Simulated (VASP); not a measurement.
Crystal: C.

```
C
1.0
     0.00000    1.80123    1.78340
     1.80123    0.00000    1.78340
     1.80123    1.80123    0.00000
C
2
Direct
  0.50000 0.50000 0.50000
  0.75000 0.75000 0.75000
```

This cell differs from its parent crystal: equal xx and yy strain of +1 %.

Base run:

| Item | Value |
| --- | --- |
| Program | VASP 6.6.1 |
| Functional | LDA |
| Potentials or basis | VASP PAW LDA potentials, release 64 (C) |
| Cutoff | 520 eV |
| k mesh | 16 × 16 × 16 |
| Occupations | fermi-dirac, width 0.03 eV |
| Spin | no spin polarisation |

Its results: band gap on the k mesh 3.80 eV (least direct gap 5.31 eV); pressure -19.8 GPa.

Task: The run is repeated on the same cell with these changes: cutoff from 520 eV to 600 eV; further incar settings from ALGO = Normal; EDIFF = 1e-08; NBANDS = 11 to ALGO = Normal; EDIFF = 1e-06; NBANDS = 11. What comes out?

Result: Band gap on the k mesh 3.80 eV (least direct gap 5.31 eV); pressure -20.5 GPa.

Caveats: the stress differs along the axes, from -23 to -14 GPa (at least some runs); the stress differs along the axes, from -23 to -15 GPa (at least some runs).

A k mesh can miss the band edges.
